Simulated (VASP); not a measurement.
CdSe, 2 atoms in the cell. Symmetry: F-43m, No. 216, cubic system. The conventional cell has a = 6.141 Å, b = 6.141 Å, c = 6.141 Å, α = 90.00°, β = 90.00°, γ = 90.00°. Cd (site symmetry -43m) has 4 Se at 2.66 Å within 3.5 Å. Within 3.5 Å of Se (site symmetry -43m) lie 4 Cd at 2.66 Å. 

```yaml
Program: VASP 6.6.1
Task: single point
Functional: PBE
Potentials_or_basis: VASP PAW PBE potentials, release 64 (Cd, Se)
Cutoff: 520 eV
k_mesh: 3 × 3 × 3
Occupations: fermi-dirac, width 0.05 eV
Spin: no spin polarisation
Dipole_correction: no
Further_INCAR_settings: ALGO = Normal; EDIFF = 1e-07; NBANDS = 16
```

Potentials or basis: VASP PAW PBE potentials, release 64 (Cd, Se).

Launch:

```sh
$ cat potpaw_PBE.64/Cd/POTCAR potpaw_PBE.64/Se/POTCAR > POTCAR
$ mpirun -np 1 vasp_std > vasp.out
```

Hardware: 1 thread of AMD EPYC 7R13 (shared host).

Estimate the wall time of this run.

It took 14 s on 1 thread of AMD EPYC 7R13, with other jobs on the host, peak memory 0.14 GiB. Counts: scf iterations 14, k points 4.
